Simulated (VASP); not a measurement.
# Ru (P6_3/mmc) in VASP: further runs, part 2 of 2

VASP 6.6.1. The steps go on from the part before.

**6. Single point, PBE**

This run uses another cell than the first one, of 13.27 Å³/atom.

File INCAR:

```
SYSTEM = Ru
  ALGO = Normal
  EDIFF = 1E-6
  ENCUT = 520
  GGA = PE
  ISIF = 2
  ISMEAR = 0
  LASPH = .True.
  LCHARG = .True.
  LELF = .True.
  LREAL = .False.
  LVHAR = .True.
  LWAVE = .False.
  NBANDS = 21
  NELM = 100
  PREC = Accurate
  SIGMA = 0.15
```

File KPOINTS:

```
k-points
0
Gamma
  18 18 10
  0 0 0
```

File POSCAR:

```
Ru
1.0
    2.8467000000      0.0000000000      0.0000000000
   -1.4233500000      2.4653145169      0.0000000000
    0.0000000000      0.0000000000      3.7811000000
Ru
2
Direct
    0.3333333333      0.6666666667      0.2500000000
    0.6666666667      0.3333333333      0.7500000000
```

Potentials or basis: VASP PAW PBE potentials, release 64 (Ru_pv).

Started as:

```
> cat potpaw_PBE.64/Ru_pv/POTCAR > POTCAR
> mpirun -np 1 vasp_std > vasp.out
```

OUTCAR:

```text
SYSTEM = Ru
   EDIFF = 1E-6
   ENCUT = 520
   GGA = PE
   ISIF = 2
   ISMEAR = 0
   LASPH = .True.
   LREAL = .False.
   NELM = 100
   PREC = Accurate

 ion  position               nearest neighbor table
   1  0.333  0.667  0.250-   2 2.51   2 2.51   2 2.51   2 2.51   2 2.51   2 2.51
   2  0.667  0.333  0.750-   1 2.51   1 2.51   1 2.51   1 2.51   1 2.51   1 2.51

  LATTYP: Found a hexagonal cell.
 ALAT       =     2.8467000000
 C/A-ratio  =     1.3282397162

  Lattice vectors:

 A1 = (   2.8467000000,   0.0000000000,   0.0000000000)
 A2 = (  -1.4233500000,   2.4653145169,   0.0000000000)
 A3 = (   0.0000000000,   0.0000000000,   3.7811000000)

Analysis of symmetry for initial positions (statically):
=====================================================================
 Subroutine PRICEL returns:
 Original cell was already a primitive cell.

 Routine SETGRP: Setting up the symmetry group for a
 hexagonal supercell.

 Subroutine GETGRP returns: Found 24 space group operations
 (whereof 12 operations were pure point group operations)
 out of a pool of 24 trial point group operations.

[... 156 lines left out ...]

 Free energy of the ion-electron system (eV)
  ---------------------------------------------------
  ext. energy  EPLUGINS =         0.00000000
  ---------------------------------------------------
  free energy    TOTEN  =       -17.70482993 eV

  energy without entropy =      -17.68704626  energy(sigma->0) =      -17.69593809

 E-fermi :  13.3821     XC(G=0): -14.2241

 val. band max:       13.3810525998   @ k =   0.1111   0.0556   0.3000
 cond. band min:      13.3911514856   @ k =   0.3889  -0.0000   0.2000
 fundamental gap:      0.0100988858
 Fermi energy:        13.3821220612

 k-point     1 :       0.0000    0.0000    0.0000
  band No.  band energies     occupation
      1     -30.6935      2.00000
      2     -29.6631      2.00000
      3     -29.6631      2.00000
      4     -29.2539      2.00000
      5     -29.2539      2.00000
      6     -29.0748      2.00000
[... 565 lines left out ...]
     20      23.7868      0.00000
     21      23.8094      0.00000

 [... further k-points ...]
[... 5 lines left out ...]
  --------------------------------------------------------------------------------------
  -------------------------------------------------------------------------------------
  Total        0.5545820      0.5545820     11.5039875     -0.0000000      0.0000000      0.0000000
  in kB       33.4845285     33.4845285    694.5872174     -0.0000000      0.0000000      0.0000000
  external PRESSURE =     253.8520915 kB  Pullay stress =       0.0000000 kB

 VOLUME and BASIS-vectors are now :
 -----------------------------------------------------------------------------
  energy-cutoff  :      520.00
  volume of cell :       26.54
      direct lattice vectors                 reciprocal lattice vectors
     2.846700000  0.000000000  0.000000000     0.351283943  0.202813879  0.000000000
    -1.423350000  2.465314517  0.000000000     0.000000000  0.405627758  0.000000000
     0.000000000  0.000000000  3.781100000     0.000000000  0.000000000  0.264473301

 POSITION                                       TOTAL-FORCE (eV/Angst)
 -----------------------------------------------------------------------------------
     -0.00000      1.64354      0.94527         0.000000     -0.000000      0.000000
      1.42335      0.82177      2.83582        -0.000000      0.000000      0.000000
 -----------------------------------------------------------------------------------
    total drift:                               -0.000000      0.000000     -0.000000

  FREE ENERGIE OF THE ION-ELECTRON SYSTEM (eV)
  ---------------------------------------------------
  free  energy   TOTEN  =       -17.7048299281 eV

  energy  without entropy=      -17.6870462610  energy(sigma->0) =      -17.69593809
```

OSZICAR:

```text
N       E                     dE             d eps       ncg     rms          rms(c)
DAV:   1     0.290120198107E+03    0.29012E+03   -0.17588E+04  9340   0.149E+03
DAV:   2    -0.128898082025E+02   -0.30301E+03   -0.29342E+03  9564   0.447E+02
DAV:   3    -0.188081557907E+02   -0.59183E+01   -0.58859E+01 10829   0.701E+01
DAV:   4    -0.188531890124E+02   -0.45033E-01   -0.44962E-01 11694   0.582E+00
DAV:   5    -0.188537610744E+02   -0.57206E-03   -0.56781E-03 10589   0.587E-01    0.197E+01
DAV:   6    -0.177878506034E+02    0.10659E+01   -0.23698E+00 10864   0.150E+01    0.637E+00
DAV:   7    -0.177124558544E+02    0.75395E-01   -0.39525E-01 10709   0.475E+00    0.152E+00
DAV:   8    -0.177050945966E+02    0.73613E-02   -0.26687E-02 10229   0.158E+00    0.999E-02
DAV:   9    -0.177048263472E+02    0.26825E-03   -0.66161E-04 10768   0.265E-01    0.326E-02
DAV:  10    -0.177048298440E+02   -0.34968E-05   -0.25134E-05 10512   0.477E-02    0.774E-03
DAV:  11    -0.177048299281E+02   -0.84086E-07   -0.47250E-06 10604   0.212E-02
   1 F= -.17704830E+02 E0= -.17695938E+02  d E =-.177837E-01
```

stdout:

```text
POSCAR found type information on POSCAR Ru
 POSCAR found :  1 types and       2 ions
 scaLAPACK will be used
 LDA part: xc-table for (Slater+PW92), standard interpolation
 POSCAR, INCAR and KPOINTS ok, starting setup
 FFT: planning ... GRIDC
 FFT: planning ... GRID_SOFT
 FFT: planning ... GRID
 WAVECAR not read
 entering main loop
```

Run time: 48 s. Hardware: 1 thread of Intel Xeon Platinum 8488C (Sapphire Rapids), shared host; peak memory 0.22 GiB.

What came out:

```yaml
Free_energy: -17.7048 eV
Pressure: 25.4 GPa
Band_gap_on_the_k_mesh: zero (bands 14 and 15 overlap by 2.75 eV)
```

Stress tensor (GPa, compression positive):
```
 3.35  0.00  0.00
 0.00  3.35  0.00
 0.00  0.00 69.46
```

Caveat: the cell stands under pressure.

**7. Summary**

| cell | gap on the mesh (eV) | pressure (GPa) |
| --- | --- | --- |
| a = 2.593, b = 2.593, c = 4.468 Å, angles 90.0, 90.0, 120.0°, 2 atoms | none | 22.2 |
| a = 2.656, b = 2.656, c = 4.297 Å, angles 90.0, 90.0, 120.0°, 2 atoms | none | 16.5 |
| a = 2.720, b = 2.720, c = 4.125 Å, angles 90.0, 90.0, 120.0°, 2 atoms | none | 15.4 |
| a = 2.783, b = 2.783, c = 3.953 Å, angles 90.0, 90.0, 120.0°, 2 atoms | none | 18.6 |
| a = 2.847, b = 2.847, c = 3.781 Å, angles 90.0, 90.0, 120.0°, 2 atoms | none | 25.4 |

Alike in all rows: task single point; level PBE; potentials or basis VASP PAW PBE potentials, release 64 (Ru_pv); no spin polarisation; k mesh 18 × 18 × 10; cutoff (eV) 520; smearing gaussian 0.15 eV.

Caveats: the cell stands under pressure.

Total energies depend on the potentials used, so only differences within one code and one set of settings carry meaning.
